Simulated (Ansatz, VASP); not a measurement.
## One calculation of ScSiS3, two programs

INCAR

```
SYSTEM = ScSiS3
PREC = Accurate
ENCUT = 520
EDIFF = 1E-6
ISMEAR = 0
SIGMA = 0.1
LREAL = .FALSE.
LASPH = .TRUE.
NELM = 150
ALGO = Normal
ISIF = 2
LWAVE = .FALSE.
LCHARG = .FALSE.
ISPIN = 2
MAGMOM = 1 0 0 0 0
LORBIT = 11
LMAXMIX = 4
GGA = PE
NBANDS = 28
```

Contents of KPOINTS:

```
regular mesh
0
G
  4 4 4
  0 0 0
```

File POSCAR:

```
ScSiS3
1.0
    5.0589362089      0.0000000000      0.0000000000
    0.0000000000      5.0589362089      0.0000000000
    0.0000000000      0.0000000000      4.9571803744
Sc Si S
1 1 3
Direct
    0.0000000000      0.0000000000      0.5000000000
    0.5000000000      0.5000000000      0.5000000000
    0.5000000000      0.0000000000      0.5000000000
    0.0000000000      0.5000000000      0.5000000000
    0.0000000000      0.0000000000      0.0000000000
```

Input for Ansatz:

```yaml
crystal:
  lattice:
    - [5.0589362089, 0.0, 0.0]
    - [0.0, 5.0589362089, 0.0]
    - [0.0, 0.0, 4.9571803744]
  atoms:
    - { symbol: Sc, position: [0.0, 0.0, 0.5], spin: 1.0 }
    - { symbol: Si, position: [0.5, 0.5, 0.5] }
    - { symbol: S, position: [0.5, 0.0, 0.5] }
    - { symbol: S, position: [0.0, 0.5, 0.5] }
    - { symbol: S, position: [0.0, 0.0, 0.0] }
basis:
  ecutwfc: 420
kpoints:
  mp_grid: { grid: [4, 4, 4] }
hamiltonian:
  xc: pbe
scf:
  occupations: { method: gaussian, width: 0.1 }
  lower_state_search: "off"
output:
  forces: true
  stress: true
  eigenvalues: true
  populations: true
magnetization:
  spin_polarized: true
```

Alike in both runs: task single point; functional PBE; k mesh 4 × 4 × 4; occupations gaussian, width 0.1 eV; collinear spin.

|  | VASP | Ansatz |
| --- | --- | --- |
| version | VASP 6.6.1 | Ansatz 0.2.0 |
| potentials or method | VASP PAW PBE potentials, release 64 (Sc_sv, Si, S), cutoff 520 eV | scalar-relativistic, plane waves, PAW |
| valence electrons in the cell | 33 | 33 |

```csv
,VASP,Ansatz,Ansatz less VASP
gap on the k mesh at the Fermi level (eV),none,none,-
pressure (GPa),0.1,0.2,+0.07
"traceless stress, the component that is largest in VASP (GPa)",-0.04,0.05,+0.096
net moment per atom (μB),0.00,0.16,+0.157
size of the moment on the site where the two differ most (μB),0.00,0.27,+0.272
```

The net moments are unlike, so the other rows may belong to different states. Site moments also hang on the region over which each program counts them. A gap of «none» marks a metal or a gap that the smearing closes.
